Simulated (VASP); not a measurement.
# MoW3 (P6mm) in VASP: single point with PBE

Aim: the single point of MoW3 with PBE.

Program: VASP 6.6.1. These are calculated values, not measurements. Logs are shortened: lines on timing, memory, paths and dates and some standing lists are left out, and cuts for length are marked.

**1. The cell of the first run**

It takes space group P6mm (No. 183, hexagonal). Conventional cell: a = 4.414 Å, b = 4.414 Å, c = 5.120 Å, α = 90.00°, β = 90.00°, γ = 120.00°. Mo (site symmetry 6mm) has 8 W at 2.46 to 3.06 Å within 3.2 Å. Within 3.2 Å of W (site symmetry 6mm) lie 2 Mo at 2.46 to 2.66 Å and 6 W at 2.73 Å. W (site symmetry 3m) has 6 W at 2.55 to 2.73 Å and 3 Mo at 3.06 Å within 3.4 Å.

The cell was generated, and may not be a known phase.

**2. Single point, PBE**

Input file INCAR:

```
PREC     = Accurate       # precision mode
ENCUT    = 500            # plane-wave cutoff, eV
EDIFF    = 1E-6           # SCF threshold, eV
ISMEAR   = 0              # smearing method
SIGMA    = 0.2            # smearing width, eV
LREAL    = F              # projectors in reciprocal space
LASPH    = T              # aspherical terms in the spheres
NELM     = 120            # most SCF steps
ALGO     = Normal         # electronic algorithm
ISIF     = 2              # what is computed and relaxed
LWAVE    = F              # write WAVECAR
LCHARG   = F              # write CHGCAR
GGA      = PE             # functional
NBANDS   = 36             # bands
GGA_COMPAT= F
```

Input file KPOINTS:

```
Automatic mesh
0
Gamma
  6 6 4
```

Input file POSCAR:

```
MoW3
1.0
    4.4144966341      0.0000000032      0.0000000000
   -2.2072483198      3.8230662285      0.0000000000
    0.0000000000      0.0000000000      5.1203406503
Mo W
1 3
Direct
    0.0000000000      0.0000000000     -0.0459435891
    0.0000000000      0.0000000000      0.4744351023
    0.3333333333      0.6666666667      0.2845068584
    0.6666666667      0.3333333333      0.2845068584
```

Potentials or basis: VASP PAW PBE potentials, release 64 (Mo_sv, W_sv).

On the command line:

```
cat potpaw_PBE.64/Mo_sv/POTCAR potpaw_PBE.64/W_sv/POTCAR > POTCAR
mpirun -np 1 vasp_std > vasp.out
```

OUTCAR:

```text
PREC = Accurate
   ENCUT = 500
   EDIFF = 1E-6
   ISMEAR = 0
   LREAL = F
   LASPH = T
   NELM = 120
   ISIF = 2
   GGA = PE

 ion  position               nearest neighbor table
   1  0.000  0.000  0.954-   2 2.46   2 2.66   3 3.06   4 3.06   4 3.06   3 3.06   4 3.06   3 3.06

   2  0.000  0.000  0.474-   1 2.46   1 2.66   4 2.73   3 2.73   4 2.73   3 2.73   4 2.73   3 2.73

   3  0.333  0.667  0.285-   4 2.55   4 2.55   4 2.55   2 2.73   2 2.73   2 2.73   1 3.06   1 3.06
                             1 3.06
   4  0.667  0.333  0.285-   3 2.55   3 2.55   3 2.55   2 2.73   2 2.73   2 2.73   1 3.06   1 3.06
                             1 3.06

  LATTYP: Found a hexagonal cell.
 ALAT       =     4.4144966341
 C/A-ratio  =     1.1598922991

  Lattice vectors:

 A1 = (   4.4144966341,   0.0000000032,   0.0000000000)
 A2 = (  -2.2072483198,   3.8230662285,   0.0000000000)
 A3 = (   0.0000000000,   0.0000000000,   5.1203406503)

Analysis of symmetry for initial positions (statically):
=====================================================================
 Subroutine PRICEL returns:
 Original cell was already a primitive cell.

 Routine SETGRP: Setting up the symmetry group for a
 hexagonal supercell.

 Subroutine GETGRP returns: Found 12 space group operations
 (whereof 12 operations were pure point group operations)
 out of a pool of 24 trial point group operations.

The static configuration has the point symmetry C_6v.

Analysis of symmetry for dynamics (positions and initial velocities):
=====================================================================
 Subroutine PRICEL returns:
 Original cell was already a primitive cell.

 Routine SETGRP: Setting up the symmetry group for a
 hexagonal supercell.

 Subroutine GETGRP returns: Found 12 space group operations
 (whereof 12 operations were pure point group operations)
 out of a pool of 24 trial point group operations.

The dynamic configuration has the point symmetry C_6v.

 Subroutine INISYM returns: Found 12 space group operations
 (whereof 12 operations are pure point group operations),
 and found     1 'primitive' translations

----------------------------------------------------------------------------------------

                                     Primitive cell

  volume of cell :      86.4155

[... 86 lines left out ...]
   ENCUT  =  500.0 eV  36.75 Ry    6.06 a.u.   8.05  8.05  9.34*2*pi/ulx,y,z
   NELM   =    120;   NELMIN=  2; NELMDL= -5     # of ELM steps
   EDIFF  = 0.1E-05   stopping-criterion for ELM
   LREAL  =      F    real-space projection
   EDIFFG = 0.1E-04   stopping-criterion for IOM
   NSW    =      0    number of steps for IOM
   IBRION =     -1    ionic relax: 0-MD 1-quasi-New 2-CG
   NFREE  =      0    steps in history (QN), initial steepest desc. (CG)
   ISIF   =      2    stress and relaxation
   ISYM   =      2    0-nonsym 1-usesym 2-fastsym
   POTIM  = 0.5000    time-step for ionic-motion
   TEBEG  =    0.0;   TEEND  =   0.0 temperature during run
   PSTRESS=    0.0 pullay stress
   NELECT =      56.0000    total number of electrons
   NUPDOWN=      -1.0000    fix difference up-down
   EMIN   =  10.00;   EMAX   =-10.00  energy-range for DOS
   EFERMI =   0.00;   METHOD = LEGACY
   ISMEAR =     0;   SIGMA  =   0.20  broadening in eV -4-tet -1-fermi 0-gaus
   EFERMI_NEDOS =   21; number of points for ismear=-14 and -15
   IALGO  =     38    algorithm
   IMIX   =      4    mixing-type and parameters
     AMIX     =   0.40;   BMIX     =  1.00
     AMIX_MAG =   1.60;   BMIX_MAG =  1.00
  volume/ion in A,a.u.               =      21.60       145.79
  Fermi-wavevector in a.u.,A,eV,Ry     =   1.416686  2.677148 27.306876  2.006999
  Thomas-Fermi vector in A             =   2.537994
   LORBIT       =      0    0 simple, 1 ext, 2 COOP (PROOUT), +10 PAW based schemes
   GGA     = PE    functional components
   LHFCALC =     F    Hartree Fock is set to
   AEXX    =    0.0000 exact exchange contribution
   IVDW    =     0    specifies the selected vdW correction
   LEPSILON=     F    determine dielectric tensor
   LRPA    =     F    only Hartree local field effects (RPA)
 non-spin polarized calculation
 Gauss-broadening in eV      SIGMA  =   0.20
  energy-cutoff  :      500.00
  volume of cell :       86.42
 maximum number of plane-waves:      2206
   NGX = 17   NGY = 17   NGZ = 19

 number of electron      56.0000006 magnetization

 Free energy of the ion-electron system (eV)
  ---------------------------------------------------
  ext. energy  EPLUGINS =         0.00000000
  ---------------------------------------------------
  free energy    TOTEN  =       -42.67434867 eV

  energy without entropy =      -42.57038162  energy(sigma->0) =      -42.62236514

 E-fermi :   7.1255     XC(G=0): -11.4359

 val. band max:        7.1250931172   @ k =   0.5000   0.0000   0.2500
 cond. band min:       7.1465559356   @ k =   0.3333   0.1667   0.2500
 fundamental gap:      0.0214628184
 Fermi energy:         7.1255377088

 k-point     1 :       0.0000    0.0000    0.0000
  band No.  band energies     occupation
      1     -66.6392      2.00000
      2     -66.4137      2.00000
      3     -66.2965      2.00000
      4     -53.5568      2.00000
      5     -31.3502      2.00000
      6     -31.3502      2.00000
[... 808 lines left out ...]
     35      10.0297      0.00000
     36      10.2879      0.00000

------------------------ aborting loop because EDIFF is reached ----------------------------------------

  FORCE on cell =-STRESS in cart. coord.  units (eV):
  Direction    XX          YY          ZZ          XY          YZ          ZX
  --------------------------------------------------------------------------------------
  -------------------------------------------------------------------------------------
  Total        0.5570519      0.5570519      0.6584167      0.0000000     -0.0000000      0.0000000
  in kB       10.3279561     10.3279561     12.2072973      0.0000000     -0.0000000      0.0000000
  external PRESSURE =      10.9544032 kB  Pullay stress =       0.0000000 kB

 VOLUME and BASIS-vectors are now :
 -----------------------------------------------------------------------------
  energy-cutoff  :      500.00
  volume of cell :       86.42
      direct lattice vectors                 reciprocal lattice vectors
     4.414496634  0.000000003  0.000000000     0.226526393  0.130785074  0.000000000
    -2.207248320  3.823066229  0.000000000    -0.000000000  0.261570148  0.000000000
     0.000000000  0.000000000  5.120340650     0.000000000  0.000000000  0.195299506

 POSITION                                       TOTAL-FORCE (eV/Angst)
 -----------------------------------------------------------------------------------
      0.00000      0.00000      4.88509         0.000000     -0.000000      0.113377
      0.00000      0.00000      2.42927        -0.000000      0.000000     -0.056169
     -0.00000      2.54871      1.45677         0.000000     -0.000000     -0.028604
      2.20725      1.27436      1.45677        -0.000000      0.000000     -0.028604
 -----------------------------------------------------------------------------------
    total drift:                                0.000000      0.000000      0.000345

  FREE ENERGIE OF THE ION-ELECTRON SYSTEM (eV)
  ---------------------------------------------------
  free  energy   TOTEN  =       -42.6743486666 eV

  energy  without entropy=      -42.5703816211  energy(sigma->0) =      -42.62236514
```

OSZICAR:

```text
N       E                     dE             d eps       ncg     rms          rms(c)
DAV:   1     0.697917885978E+03    0.69792E+03   -0.32143E+04  1512   0.165E+03
DAV:   2    -0.103759768350E+02   -0.70829E+03   -0.69464E+03  1656   0.539E+02
DAV:   3    -0.441640572840E+02   -0.33788E+02   -0.32568E+02  1840   0.115E+02
DAV:   4    -0.451260409113E+02   -0.96198E+00   -0.94615E+00  1824   0.180E+01
DAV:   5    -0.451450686967E+02   -0.19028E-01   -0.18994E-01  1760   0.266E+00    0.340E+01
DAV:   6    -0.456272735553E+02   -0.48220E+00   -0.29396E+01  1744   0.179E+01    0.186E+01
DAV:   7    -0.443224691758E+02    0.13048E+01   -0.40596E+01  1784   0.361E+01    0.131E+01
DAV:   8    -0.428053846219E+02    0.15171E+01   -0.64610E+00  1792   0.104E+01    0.268E+00
DAV:   9    -0.426992319584E+02    0.10615E+00   -0.43864E-01  1920   0.494E+00    0.146E+00
DAV:  10    -0.426820931404E+02    0.17139E-01   -0.46153E-02  1768   0.115E+00    0.990E-01
DAV:  11    -0.426743888100E+02    0.77043E-02   -0.30513E-02  1688   0.978E-01    0.272E-01
DAV:  12    -0.426743838063E+02    0.50037E-05   -0.35853E-03  1916   0.331E-01    0.114E-01
DAV:  13    -0.426743501148E+02    0.33691E-04   -0.42651E-04  2032   0.109E-01    0.238E-02
DAV:  14    -0.426743495555E+02    0.55936E-06   -0.20806E-05  1640   0.254E-02    0.119E-02
DAV:  15    -0.426743486666E+02    0.88890E-06   -0.41439E-06  1456   0.103E-02
   1 F= -.42674349E+02 E0= -.42622365E+02  d E =-.103967E+00
```

stdout:

```text
POSCAR found type information on POSCAR MoW
 POSCAR found :  2 types and       4 ions
 scaLAPACK will be used
 LDA part: xc-table for (Slater+PW92), standard interpolation
 POSCAR, INCAR and KPOINTS ok, starting setup
 FFT: planning ... GRIDC
 FFT: planning ... GRID_SOFT
 FFT: planning ... GRID
 WAVECAR not read
 entering main loop
```

Run time: 65 s. Hardware: 1 thread of Intel Xeon 8259CL, shared host; peak memory 0.19 GiB.

What came out:

| Quantity | Value |
| --- | --- |
| Free energy | -42.6743 eV |
| Pressure | 1.1 GPa |
| Largest force | 0.113 eV/Å |
| Band gap on the k mesh | zero (bands 28 and 29 overlap by 0.53 eV) |

Forces on the atoms (eV/Å):
```
Mo   0.000  0.000  0.113
W    0.000  0.000 -0.056
W    0.000  0.000 -0.029
W    0.000  0.000 -0.029
```

Caveat: spin-orbit coupling is left out, which moves the levels of the heavy elements.

The gap in the log of VASP goes by the Fermi energy; the results here count the filled bands.